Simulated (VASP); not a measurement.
The system is AlAs.

```
CELL_PARAMETERS angstrom
0.00000 2.83892 2.83892
2.83892 0.00000 2.83892
2.83892 2.83892 0.00000
ATOMIC_POSITIONS crystal
Al 0.00000 0.00000 0.00000
As 0.75000 0.75000 0.75000
```

Base run:

- Program: VASP 6.6.1
- Functional: r2SCAN
- Potentials or basis: VASP PAW PBE potentials, release 64 (Al, As)
- Cutoff: 550 eV
- k mesh: 6 × 6 × 6
- Occupations: gaussian, width 0.01 eV
- Spin: no spin polarisation

Its results: band gap on the k mesh 1.80 eV (least direct gap 2.63 eV); pressure 0.0 GPa.

After a change of settings the same cell gave: band gap on the k mesh 1.45 eV (least direct gap 1.99 eV); pressure 2.1 GPa. Which change was it?
A. functional from r2SCAN to PBE; cutoff from 550 eV to 500 eV
B. functional from r2SCAN to PBE0; cutoff from 550 eV to 400 eV
C. functional from r2SCAN to HSE06; cutoff from 550 eV to 400 eV

A.

Caveats: the PAW data sets were made with another functional, which shifts forces and pressure a little (at least some runs).
